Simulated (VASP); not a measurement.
# CuO (Tenorite) (C2/c) in VASP: notebook, part 2 of 2

VASP 6.6.1. The steps go on from the part before.

## 3. Single point, BLYP

File INCAR:

```
PREC = Accurate ; ENCUT = 520
EDIFF = 1E-7 ; ISMEAR = -1
SIGMA = 0.05 ; LREAL = F
LASPH = T ; NELM = 100
ALGO = Normal ; ISIF = 2
LWAVE = F ; LCHARG = F
GGA = B5 ; ALDAX = 1.0
AGGAX = 1.0 ; AGGAC = 1.0
ALDAC = 0.0 ; NBANDS = 25
```

File KPOINTS:

```
regular mesh
0
Gamma
  10 10 5
```

File POSCAR:

```
CuO
1.0
    2.2940437287     -1.6763657078      0.0000000000
    2.2940437287      1.6763657078      0.0000000000
   -0.8326750593      0.0000000000      4.9546185987
Cu O
2 2
Direct
    0.5000000000      0.0000000000      0.5000000000
    0.0000000000      0.5000000000      0.0000000000
    0.4184000000      0.5816000000      0.7500000000
    0.5816000000      0.4184000000      0.2500000000
```

Potentials or basis: VASP PAW PBE potentials, release 64 (Cu, O).

On the command line:

```bash
$ cat potpaw_PBE.64/Cu/POTCAR potpaw_PBE.64/O/POTCAR > POTCAR
$ mpirun -np 1 vasp_std > vasp.out
```

OUTCAR:

```text
PREC = Accurate
   ENCUT = 520
   EDIFF = 1E-7
   ISMEAR = -1
   LREAL = F
   LASPH = T
   NELM = 100
   ISIF = 2
   GGA = B5

 ion  position               nearest neighbor table
   1  0.500  0.000  0.500-   3 1.91   4 1.91   4 1.92   3 1.92
   2  0.000  0.500  0.000-   4 1.91   3 1.91   4 1.92   3 1.92
   3  0.418  0.582  0.750-   2 1.91   1 1.91   2 1.92   1 1.92
   4  0.582  0.418  0.250-   1 1.91   2 1.91   2 1.92   1 1.92

  LATTYP: Found a base centered monoclinic cell.
 ALAT       =     4.5880874574
 B/A-ratio  =     0.7307470589
 C/A-ratio  =     1.0950317057
 COS(beta)  =    -0.1657361228

  Lattice vectors:

 A1 = (   2.2940437287,  -1.6763657078,   0.0000000000)
 A2 = (   2.2940437287,   1.6763657078,   0.0000000000)
 A3 = (  -0.8326750593,   0.0000000000,   4.9546185987)

Analysis of symmetry for initial positions (statically):
=====================================================================
 Subroutine PRICEL returns:
 Original cell was already a primitive cell.

 Routine SETGRP: Setting up the symmetry group for a
 base centered monoclinic supercell.

 Subroutine GETGRP returns: Found  4 space group operations
 (whereof  2 operations were pure point group operations)
 out of a pool of  4 trial point group operations.

The static configuration has the point symmetry S_2 .
 The point group associated with its full space group is C_2h.

Analysis of symmetry for dynamics (positions and initial velocities):
=====================================================================
 Subroutine PRICEL returns:
 Original cell was already a primitive cell.

 Routine SETGRP: Setting up the symmetry group for a
 base centered monoclinic supercell.

 Subroutine GETGRP returns: Found  4 space group operations
 (whereof  2 operations were pure point group operations)
[... 123 lines left out ...]
   EFERMI_NEDOS =   21; number of points for ismear=-14 and -15
   IALGO  =     38    algorithm
   IMIX   =      4    mixing-type and parameters
     AMIX     =   0.40;   BMIX     =  1.00
     AMIX_MAG =   1.60;   BMIX_MAG =  1.00
  volume/ion in A,a.u.               =       9.53        64.29
  Fermi-wavevector in a.u.,A,eV,Ry     =   1.576029  2.978263 33.795074  2.483868
  Thomas-Fermi vector in A             =   2.676924
   LORBIT       =      0    0 simple, 1 ext, 2 COOP (PROOUT), +10 PAW based schemes
   GGA     = B5    functional components
   LHFCALC =     F    Hartree Fock is set to
   AEXX    =    0.0000 exact exchange contribution
   IVDW    =     0    specifies the selected vdW correction
   LEPSILON=     F    determine dielectric tensor
   LRPA    =     F    only Hartree local field effects (RPA)
 non-spin polarized calculation
  energy-cutoff  :      520.00
  volume of cell :       38.11
 maximum number of plane-waves:      1039
 NGX is ok and might be reduce to    24
   NGX = 11   NGY = 11   NGZ = 19

 number of electron      33.9999992 magnetization

 Free energy of the ion-electron system (eV)
  ---------------------------------------------------
  ext. energy  EPLUGINS =         0.00000000
  ---------------------------------------------------
  free energy    TOTEN  =       -17.61118667 eV

  energy without entropy =      -17.59277769  energy(sigma->0) =      -17.60198218

 E-fermi :   6.9470     XC(G=0): -11.7223

 val. band max:        6.9440691419   @ k =  -0.4000   0.2000   0.4000
 cond. band min:       6.9529514326   @ k =  -0.1000   0.0000   0.4000
 fundamental gap:      0.0088822906
 Fermi energy:         6.9470215550

 k-point     1 :       0.0000    0.0000    0.0000
  band No.  band energies     occupation
      1     -13.4796      2.00000
      2     -11.9871      2.00000
      3      -1.7593      2.00000
      4       0.9073      2.00000
      5       1.3146      2.00000
      6       3.2838      2.00000
[... 661 lines left out ...]
     24      20.9541      0.00000
     25      21.9993      0.00000

 [... further k-points ...]

------------------------ aborting loop because EDIFF is reached ----------------------------------------

  FORCE on cell =-STRESS in cart. coord.  units (eV):
  Direction    XX          YY          ZZ          XY          YZ          ZX
  --------------------------------------------------------------------------------------
  -------------------------------------------------------------------------------------
  Total        6.7396296      5.9974416      7.1717552      0.0000000      0.0000000     -0.7567363
  in kB      283.3582945    252.1540353    301.5264066      0.0000000      0.0000000    -31.8159175
  external PRESSURE =     279.0129121 kB  Pullay stress =       0.0000000 kB

 VOLUME and BASIS-vectors are now :
 -----------------------------------------------------------------------------
  energy-cutoff  :      520.00
  volume of cell :       38.11
      direct lattice vectors                 reciprocal lattice vectors
     2.294043729 -1.676365708  0.000000000     0.217955741 -0.298264274  0.036629723
     2.294043729  1.676365708  0.000000000     0.217955741  0.298264274  0.036629723
    -0.832675059  0.000000000  4.954618599     0.000000000  0.000000000  0.201831883

 POSITION                                       TOTAL-FORCE (eV/Angst)
 -----------------------------------------------------------------------------------
      0.73068     -0.83818      2.47731         0.000000      0.000000     -0.000000
      1.14702      0.83818      0.00000         0.000000      0.000000     -0.000000
      1.66954      0.27358      3.71596        -0.000000      0.051916     -0.000000
      2.08587     -0.27358      1.23865        -0.000000     -0.051916      0.000000
 -----------------------------------------------------------------------------------
    total drift:                                0.000000     -0.000000     -0.000000

  FREE ENERGIE OF THE ION-ELECTRON SYSTEM (eV)
  ---------------------------------------------------
  free  energy   TOTEN  =       -17.6111866728 eV

  energy  without entropy=      -17.5927776874  energy(sigma->0) =      -17.60198218
```

OSZICAR:

```text
N       E                     dE             d eps       ncg     rms          rms(c)
DAV:   1     0.298505343644E+03    0.29851E+03   -0.16554E+04  7554   0.222E+03
DAV:   2     0.119882108017E+02   -0.28652E+03   -0.26400E+03  7167   0.405E+02
DAV:   3    -0.230953179519E+02   -0.35084E+02   -0.33175E+02  8563   0.158E+02
DAV:   4    -0.242266817081E+02   -0.11314E+01   -0.11246E+01  8787   0.303E+01
DAV:   5    -0.242470716354E+02   -0.20390E-01   -0.20382E-01  9163   0.366E+00    0.180E+01
DAV:   6    -0.204933927392E+02    0.37537E+01   -0.34265E+01  9971   0.149E+02    0.121E+01
DAV:   7    -0.175534242560E+02    0.29400E+01   -0.93426E+00  8576   0.113E+02    0.264E+00
DAV:   8    -0.176490672608E+02   -0.95643E-01   -0.14661E+00  7885   0.857E+00    0.165E+00
DAV:   9    -0.176175145227E+02    0.31553E-01   -0.58855E-02 12516   0.763E+00    0.600E-01
DAV:  10    -0.176116503382E+02    0.58642E-02   -0.16100E-02 11186   0.273E+00    0.311E-01
DAV:  11    -0.176111365589E+02    0.51378E-03   -0.66193E-03 10135   0.698E-01    0.436E-02
DAV:  12    -0.176111727766E+02   -0.36218E-04   -0.18194E-04  8655   0.151E-01    0.245E-02
DAV:  13    -0.176111896730E+02   -0.16896E-04   -0.32038E-05  9322   0.678E-02    0.117E-02
DAV:  14    -0.176111866725E+02    0.30005E-05   -0.48673E-06 12205   0.371E-02    0.171E-03
DAV:  15    -0.176111867217E+02   -0.49155E-07   -0.10166E-06  9079   0.999E-03    0.499E-04
DAV:  16    -0.176111866728E+02    0.48875E-07   -0.89059E-09  4155   0.270E-03
   1 F= -.17611187E+02 E0= -.17601982E+02  d E =-.184090E-01
```

stdout:

```text
POSCAR found type information on POSCAR CuO
 POSCAR found :  2 types and       4 ions
 scaLAPACK will be used
 -----------------------------------------------------------------------------
|                                                                             |
|                                                                             |
|     You enforced a specific xc type in the INCAR file but a different       |
|     I HOPE YOU KNOW WHAT YOU ARE DOING!                                     |
|                                                                             |
 -----------------------------------------------------------------------------

 LDA part: xc-table for (Slater(with rela. corr.)+VWN5), standard interpolation
 POSCAR, INCAR and KPOINTS ok, starting setup
 FFT: planning ... GRIDC
 FFT: planning ... GRID_SOFT
 FFT: planning ... GRID
 WAVECAR not read
 entering main loop
```

Run time: 86 s. Hardware: 1 thread of Intel Xeon Platinum 8375C at 2.90GHz (Ice Lake), shared host; peak memory 0.24 GiB.

What came out:

```
Free energy            : -17.6112 eV
Pressure               : 27.9 GPa
Largest force          : 0.052 eV/Å
Band gap on the k mesh : zero (band 17 reaches 7.20 eV, above the bottom of band 18 at 6.61 eV)
```

Forces on the atoms (eV/Å):
```
Cu   0.000  0.000  0.000
Cu   0.000  0.000  0.000
O    0.000  0.052  0.000
O    0.000 -0.052  0.000
```

Levels at points of the mesh, in eV from the Fermi level:
| k point | band 14 | band 15 | band 16 | band 17 | band 18 | band 19 | band 20 | band 21 |
| --- | --- | --- | --- | --- | --- | --- | --- | --- |
| (0.00, 0.00, 0.00) | -2.49 | -2.43 | -1.88 | 0.20 | 0.99 | 2.12 | 6.42 | 8.59 |
| (0.50, 0.00, 0.00) | -1.81 | -1.70 | -1.59 | 0.01 | 0.24 | 4.99 | 6.77 | 7.31 |
| (0.50, 0.50, 0.00) | -2.38 | -1.74 | -1.39 | -0.76 | 1.12 | 3.40 | 7.42 | 8.70 |

Caveat: the PAW data sets were made with another functional, which shifts forces and pressure a little; semilocal functionals often make such compounds metallic where correlation or magnetic order opens a gap, which also shifts bond lengths. With open d or f shells a metallic result of BLYP can be an artefact of self-interaction; +U or a hybrid may open a gap.
